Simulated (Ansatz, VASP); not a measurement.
# Two plane-wave programs on BN

```xyz
4
Lattice="0.0000 -1.8124 -1.8124 -1.8124 0.0000 -1.8124 1.8124 1.8124 -3.6248" Properties=species:S:1:pos:R:3 pbc="T T T"
B    -0.0729    0.0410   -0.0319
B     0.0729   -0.0410   -3.5929
N     0.8316    0.9481   -4.5636
N    -0.8316   -0.9481   -4.4984
```

Change from the starting cell: mode 4 frozen in at -0.085 Å and mode 5 at +0.034 Å (largest displacements).

Alike in both runs: task single point; functional PBE; k mesh 6 × 6 × 6; occupations gaussian, width 0.05 eV; no spin polarisation.

```csv
,VASP,Ansatz
version,VASP 6.6.1,Ansatz 0.2.0
potentials or method,"VASP PAW PBE potentials, release 64 (B, N), cutoff 520 eV","scalar-relativistic, plane waves, PAW"
valence electrons in the cell,16,16
```

```csv
,VASP,Ansatz,Ansatz less VASP
gap on the k mesh at the Fermi level (eV),4.29,4.30,+0.010
least direct gap on the mesh (eV),6.25,6.26,+0.012
pressure (GPa),0.0,-0.2,-0.20
"traceless stress, the component that is largest in VASP (GPa)",-1.88,-1.88,-0.001
rms of the force components (eV/Å),0.561,0.562,+0.0004
```

Atom by atom the forces differ by 0.001 eV/Å (rms over components). The functional is the same, so the differences come from potentials, cutoffs and numerics.

The k mesh is coarse, so the values compare programs but aren't converged.
